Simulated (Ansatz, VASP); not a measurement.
Mg: VASP beside Ansatz

INCAR

```
PREC     = Accurate       # precision mode
ENCUT    = 750            # plane-wave cutoff, eV
EDIFF    = 1E-7           # SCF threshold, eV
ISMEAR   = 0              # smearing method
SIGMA    = 0.1            # smearing width, eV
LREAL    = F              # projectors in reciprocal space
LASPH    = T              # aspherical terms in the spheres
NELM     = 120            # most SCF steps
ALGO     = Normal         # electronic algorithm
ISIF     = 3              # what is computed and relaxed
LWAVE    = F              # write WAVECAR
LCHARG   = F              # write CHGCAR
GGA      = CA             # functional
IBRION   = 2              # ionic algorithm
NSW      = 100            # ionic steps
EDIFFG   = -0.002         # ionic threshold
GGA_COMPAT= F            
NELMIN   = 4
```

Contents of KPOINTS:

```
regular mesh
0
Gamma
  12 12 8
```

The input POSCAR:

```
Mg
1.0
    3.2093000000      0.0000000000      0.0000000000
   -1.6046500000      2.7793353300      0.0000000000
    0.0000000000      0.0000000000      5.2103000000
Mg
2
Direct
    0.3333333300      0.6666666700      0.2500000000
    0.6666666700      0.3333333300      0.7500000000
```

Input for Ansatz:

```yaml
crystal:
  lattice:
    - [3.2093, 0.0, 0.0]
    - [-1.60465, 2.77933533, 0.0]
    - [0.0, 0.0, 5.2103]
  atoms:
    - { symbol: Mg, position: [0.33333333, 0.66666667, 0.25] }
    - { symbol: Mg, position: [0.66666667, 0.33333333, 0.75] }
basis:
  ecutwfc: 420
kpoints:
  mp_grid: { grid: [12, 12, 8] }
hamiltonian:
  xc: lda
  pseudopotentials: { kind: paw, azcp: { folder: soft_1 } }
scf:
  occupations: { method: gaussian, width: 0.1 }
output:
  forces: true
  stress: true
  eigenvalues: true
relax:
  adjacent_minimum: "off"
  f_tol: 0.002
  max_steps: 80
  cell: { stress_tol: 0.02 }
```

Alike in both runs: task relaxation of cell and atoms; functional LDA; k mesh 12 × 12 × 8; occupations gaussian, width 0.1 eV; no spin polarisation.

|  | VASP | Ansatz |
| --- | --- | --- |
| version | VASP 6.6.1 | Ansatz 0.2.0 |
| potentials or method | VASP PAW LDA potentials, release 64 (Mg_sv), cutoff 750 eV | scalar-relativistic, plane waves, PAW |
| valence electrons in the cell | 20 | 20 |

Ansatz gave:

| Item | Value |
| --- | --- |
| gap on the k mesh at the Fermi level, each at its own relaxed structure (eV) | none |
| relaxed volume (Å³/atom) | 21.60 |
| relaxed length of the cell vector where the two differ most in proportion (Å) | 3.151 |

Question: Estimate VASP's values.

Answer: gap on the k mesh at the Fermi level, each at its own relaxed structure (eV): none; relaxed volume (Å³/atom): 21.36; relaxed length of the cell vector where the two differ most in proportion (Å): 3.138.

Ansatz warns that its potentials were made for another functional, while VASP's fit it. LDA's correlation is that of Perdew and Zunger in VASP and of Perdew and Wang (1992) in Ansatz. A gap of «none» marks a metal or a gap that the smearing closes.
